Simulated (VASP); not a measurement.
# CuO (C2/c) in VASP: a series of runs, part 2 of 2

VASP 6.6.1.

**3. Single point, r2SCAN**

POSCAR

```
CuO
1.0
    2.3418500000     -1.7113000000      0.0000000000
    2.3418500000      1.7113000000      0.0000000000
   -0.8500274268      0.0000000000      5.0578693947
Cu O
2 2
Direct
    0.5000000000      0.0000000000      0.5000000000
    0.0000000000      0.5000000000      0.0000000000
    0.4184000000      0.5816000000      0.7500000000
    0.5816000000      0.4184000000      0.2500000000
```

INCAR.step1

```
ALGO = Normal
EDIFF = 1E-4
ENCUT = 520
GGA = PE
ISMEAR = -1
LASPH = True
LCHARG = False
LREAL = False
LWAVE = True
NBANDS = 25
NELM = 80
PREC = Accurate
SIGMA = 0.05
```

INCAR.step2

```
ALGO = Normal
EDIFF = 1E-7
ENCUT = 520
ISIF = 2
ISMEAR = -1
ISTART = 1
LASPH = True
LCHARG = False
LMIXTAU = True
LREAL = False
LWAVE = False
METAGGA = R2SCAN
NBANDS = 25
NELM = 80
PREC = Accurate
SIGMA = 0.05
```

KPOINTS

```
k-points
0
Gamma
  10 10 5
```

Potentials or basis: VASP PAW PBE potentials, release 64 (Cu, O).

On the command line:

```
cat potpaw_PBE.64/Cu/POTCAR potpaw_PBE.64/O/POTCAR > POTCAR
cp INCAR.step1 INCAR
mpirun -np 1 vasp_std > vasp.out
cp INCAR.step2 INCAR
mpirun -np 1 vasp_std > vasp.out
```

OUTCAR:

```text
EDIFF = 1E-7
   ENCUT = 520
   ISIF = 2
   ISMEAR = -1
   ISTART = 1
   LASPH = True
   LREAL = False
   METAGGA = R2SCAN
   NELM = 80
   PREC = Accurate

 ion  position               nearest neighbor table
   1  0.500  0.000  0.500-   3 1.95   4 1.95   4 1.96   3 1.96
   2  0.000  0.500  0.000-   4 1.95   3 1.95   4 1.96   3 1.96
   3  0.418  0.582  0.750-   2 1.95   1 1.95   2 1.96   1 1.96
   4  0.582  0.418  0.250-   1 1.95   2 1.95   2 1.96   1 1.96

  LATTYP: Found a base centered monoclinic cell.
 ALAT       =     4.6837000000
[... 874 lines left out ...]
  Direction    XX          YY          ZZ          XY          YZ          ZX
  --------------------------------------------------------------------------------------
  -------------------------------------------------------------------------------------
  Total       -0.1714061      0.2826367     -0.3725541      0.0000000      0.0000000     -0.1648151
  in kB       -6.7741397     11.1700796    -14.7237062      0.0000000      0.0000000     -6.5136535
  external PRESSURE =      -3.4425888 kB  Pullay stress =       0.0000000 kB

 VOLUME and BASIS-vectors are now :
 -----------------------------------------------------------------------------
  energy-cutoff  :      520.00
  volume of cell :       40.54
      direct lattice vectors                 reciprocal lattice vectors
     2.341850000 -1.711300000  0.000000000     0.213506416 -0.292175539  0.035881968
     2.341850000  1.711300000  0.000000000     0.213506416  0.292175539  0.035881968
    -0.850027427  0.000000000  5.057869395     0.000000000  0.000000000  0.197711709

 POSITION                                       TOTAL-FORCE (eV/Angst)
 -----------------------------------------------------------------------------------
      0.74591     -0.85565      2.52893         0.000000      0.000000      0.000000
      1.17092      0.85565      0.00000         0.000000      0.000000      0.000000
      1.70433      0.27928      3.79340        -0.000000     -0.242060      0.000000
      2.12934     -0.27928      1.26447         0.000000      0.242060      0.000000
 -----------------------------------------------------------------------------------
    total drift:                                0.000000     -0.000000     -0.000000

  FREE ENERGIE OF THE ION-ELECTRON SYSTEM (eV)
  ---------------------------------------------------
  free  energy   TOTEN  =       -36.3797609568 eV

  energy  without entropy=      -36.3612618908  energy(sigma->0) =      -36.37051142
```

Run time: 5 min. Hardware: 1 thread of Intel Xeon Platinum 8488C (Sapphire Rapids), shared host; peak memory 0.25 GiB.

What came out:

| Property | Result |
| --- | --- |
| Free energy | -36.3798 eV |
| Pressure | -0.3 GPa |
| Largest force | 0.242 eV/Å |
| Band gap on the k mesh | zero (bands 17 and 18 overlap by 0.59 eV) |

Forces in eV/Å, atoms in the order of the input:
```
Cu   0.000  0.000  0.000
Cu   0.000  0.000  0.000
O    0.000 -0.242  0.000
O    0.000  0.242  0.000
```

Caveat: the PAW data sets were made with another functional, which shifts forces and pressure a little; semilocal functionals often make such compounds metallic where correlation or magnetic order opens a gap, which also shifts bond lengths. With open d or f shells a metallic result of r2SCAN can be an artefact of self-interaction; +U or a hybrid may open a gap.

**4. Single point, r2SCAN**

This run uses another cell than the first one, of 10.34 Å³/atom.

POSCAR

```
CuO
1.0
    2.3573593924     -1.7226334429      0.0000000000
    2.3573593924      1.7226334429      0.0000000000
   -0.8556569116      0.0000000000      5.0913661947
Cu O
2 2
Direct
    0.5000000000      0.0000000000      0.5000000000
    0.0000000000      0.5000000000      0.0000000000
    0.4184000000      0.5816000000      0.7500000000
    0.5816000000      0.4184000000      0.2500000000
```

INCAR.step1

```
SYSTEM = CuO
PREC = Accurate
ENCUT = 520
ISMEAR = -1
SIGMA = 0.05
LREAL = .False.
LASPH = .True.
NELM = 60
NBANDS = 25
GGA = PE
ALGO = Normal
EDIFF = 1E-4
LWAVE = .True.
LCHARG = .False.
```

INCAR.step2

```
SYSTEM = CuO
PREC = Accurate
ENCUT = 520
EDIFF = 1E-6
ISMEAR = -1
SIGMA = 0.05
LREAL = .False.
LASPH = .True.
NELM = 60
ALGO = Normal
ISIF = 2
LWAVE = .False.
LCHARG = .False.
METAGGA = R2SCAN
LMIXTAU = .True.
NBANDS = 25
ISTART = 1
```

KPOINTS

```
Automatic mesh
0
Gamma
  10 10 5
  0 0 0
```

On the command line:

```
cat potpaw_PBE.64/Cu/POTCAR potpaw_PBE.64/O/POTCAR > POTCAR
cp INCAR.step1 INCAR
mpirun -np 1 vasp_std > vasp.out
cp INCAR.step2 INCAR
mpirun -np 1 vasp_std > vasp.out
```

It took 5.4 min on 1 thread of Intel Xeon Platinum 8488C (Sapphire Rapids), shared host; peak memory 0.26 GiB.

Results (log left out):

```
Free energy            : -36.3701 eV
Pressure               : -3.8 GPa
Largest force          : 0.304 eV/Å
Band gap on the k mesh : zero (bands 17 and 18 overlap by 0.59 eV)
```

Forces in eV/Å, atoms in the order of the input:
```
Cu   0.000  0.000  0.000
Cu   0.000  0.000  0.000
O    0.000 -0.304  0.000
O    0.000  0.304  0.000
```

Stress tensor (GPa, compression positive):
```
-4.30  0.00 -0.19
 0.00 -1.55  0.00
-0.19  0.00 -5.58
```

Levels at points of the mesh, in eV from the Fermi level:
| k point | band 15 | band 16 | band 17 | band 18 | band 19 | band 20 |
| --- | --- | --- | --- | --- | --- | --- |
| (0.00, 0.00, 0.00) | -2.29 | -1.84 | 0.19 | 0.95 | 1.98 | 6.53 |
| (0.50, 0.00, 0.00) | -1.63 | -1.54 | 0.02 | 0.27 | 5.31 | 6.77 |
| (0.50, 0.50, 0.00) | -1.68 | -1.36 | -0.75 | 1.08 | 3.80 | 7.54 |

Caveat: the cell stands under tension; the PAW data sets were made with another functional, which shifts forces and pressure a little; semilocal functionals often make such compounds metallic where correlation or magnetic order opens a gap, which also shifts bond lengths. With open d or f shells a metallic result of r2SCAN can be an artefact of self-interaction; +U or a hybrid may open a gap.
